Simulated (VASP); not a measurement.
A run of VASP 6.6.1:

Contents of INCAR:

```
SYSTEM = Ge2Sb
ALGO = Normal
EDIFF = 1E-7
ENCUT = 520
GGA = PE
ISIF = 2
ISMEAR = 0
LASPH = .TRUE.
LCHARG = .FALSE.
LREAL = .FALSE.
LWAVE = .FALSE.
NBANDS = 42
NELM = 80
PREC = Accurate
SIGMA = 0.1
```

Contents of KPOINTS:

```
k-points
0
G
  6 6 6
  0 0 0
```

Contents of POSCAR:

```
Ge2Sb
1.0
   -2.3612788221      2.3612788221      5.9353254197
    2.3612788221     -2.3612788221      5.9353254197
    2.3612788221      2.3612788221     -5.9353254197
Ge Sb
4 2
Direct
    0.2066000000      0.2066000000      0.0000000000
    0.9566000000      0.4566000000      0.5000000000
    0.5434000000      0.0434000000      0.5000000000
    0.7934000000      0.7934000000      0.0000000000
    0.0000000000      0.0000000000      0.0000000000
    0.7500000000      0.2500000000      0.5000000000
```

Potentials or basis: VASP PAW PBE potentials, release 64 (Ge_d, Sb).

The run is started by

```console
$ cat potpaw_PBE.64/Ge_d/POTCAR potpaw_PBE.64/Sb/POTCAR > POTCAR
$ mpirun -np 1 vasp_std > vasp.out
```

Hardware: 1 thread of Intel(R) Xeon(R) Platinum 8375C CPU @ 2.90GHz (Ice Lake), on a shared host.

**Question.** How long does it take, and how much memory?

**Answer.** Wall time 7 min on 1 thread of Intel(R) Xeon(R) Platinum 8375C CPU @ 2.90GHz (Ice Lake), with other jobs on the host, peak memory 0.42 GiB. Counts: scf iterations 15, k points 30.
